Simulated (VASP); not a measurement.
## MnO: single point with PBE+U

Crystal: MnO.

```
Mn O
1.0
     0.00000    2.22200    2.22200
     2.22200    0.00000    2.22200
     2.22200    2.22200    0.00000
Mn O
1 1
Direct
  0.00000 0.00000 0.00000
  0.50000 0.50000 0.50000
```

```yaml
Program: VASP 6.6.1
Task: single point
Functional: PBE
Potentials_or_basis: VASP PAW PBE potentials, release 64 (Mn_sv, O)
Cutoff: 600 eV
k_mesh: 10 × 10 × 10
Occupations: gaussian, width 0.05 eV
Spin: collinear spin, ferromagnetic start
Starting_moments: "[5.0, 0.0] μB"
Hubbard_terms: Mn d U = 3.9 eV
Dipole_correction: no
Second_run: valence_matched
Further_INCAR_settings: ALGO = Normal; EDIFF = 1e-06; NBANDS = 22
```

```yaml
Pressure: 5.2 GPa
Band_gap_on_the_k_mesh: 0.16 eV, indirect (least direct gap 2.73 eV)
Net_moment: 5.00 μB per cell
Site_moments: Mn +4.49; O +0.17 μB
Valence_electrons_inside_the_program's_atomic_spheres: Mn 12.88; O 5.01
```

Levels at points of the mesh, in eV from the valence-band top:
Spin up:
| k point | band 11 | band 12 | band 13 | band 14 | band 15 | band 16 |
| --- | --- | --- | --- | --- | --- | --- |
| (0.00, 0.00, 0.00) | -2.89 | -2.89 | -2.89 | 0.16 | 14.57 | 16.38 |
| (0.50, 0.00, 0.00) | -2.47 | 0.00 | 0.00 | 4.10 | 8.44 | 12.47 |
| (0.50, 0.50, 0.00) | -2.99 | -2.99 | -2.88 | 5.62 | 8.57 | 10.46 |
Spin down:
```csv
k point,band 5,band 6,band 7,band 8,band 9,band 10,band 11,band 12
"(0.00, 0.00, 0.00)",-19.05,-2.56,-2.56,-2.56,1.51,3.03,3.03,3.03
"(0.50, 0.00, 0.00)",-18.08,-6.57,-3.83,-3.83,4.18,4.48,4.48,5.17
"(0.50, 0.50, 0.00)",-18.08,-5.70,-3.57,-3.57,1.07,4.40,4.46,5.03
```

Eigenvalues of the final occupation matrices:
| site | spin | trace | eigenvalues |
| --- | --- | --- | --- |
| site 1 d | 1 | 4.62 | 0.91 0.91 0.91 0.94 0.94 |
| site 1 d | 2 | 0.15 | 0.01 0.01 0.01 0.05 0.05 |

It took 41 s on 1 thread of Intel(R) Xeon(R) 6975P-C (Granite Rapids) (shared host), peak memory 0.19 GiB.

Caveat: a cell with one magnetic atom can't hold antiferromagnetic order, which such compounds often take. A k mesh can miss the band edges.
